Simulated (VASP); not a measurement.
Input of a VASP 6.6.1 run:

Contents of INCAR:

```
SYSTEM = VI
PREC = Accurate
ENCUT = 520
EDIFF = 1E-6
ISMEAR = 0
SIGMA = 0.1
LREAL = .FALSE.
LASPH = .TRUE.
NELM = 150
ALGO = Normal
ISIF = 2
LWAVE = .FALSE.
LCHARG = .FALSE.
ISPIN = 2
MAGMOM = 2 0
LORBIT = 11
LMAXMIX = 4
GGA = PE
NBANDS = 21
```

Contents of KPOINTS:

```
Automatic mesh
0
G
  6 6 6
  0 0 0
```

POSCAR

```
VI
1.0
    0.0000000000      3.0413055117      3.0413055117
    3.0413055117      0.0000000000      3.0413055117
    3.0413055117      3.0413055117      0.0000000000
V I
1 1
Direct
    0.0000000000      0.0000000000      0.0000000000
    0.5000000000      0.5000000000      0.5000000000
```

Potentials or basis: VASP PAW PBE potentials, release 64 (V_sv, I).

Launch:

```sh
$ cat potpaw_PBE.64/V_sv/POTCAR potpaw_PBE.64/I/POTCAR > POTCAR
$ mpirun -np 1 vasp_std > vasp.out
```

Task: Predict the net moment.

Result: 3.98 μB per cell.

Task: What does it give for the pressure?

Result: -2.5 GPa.
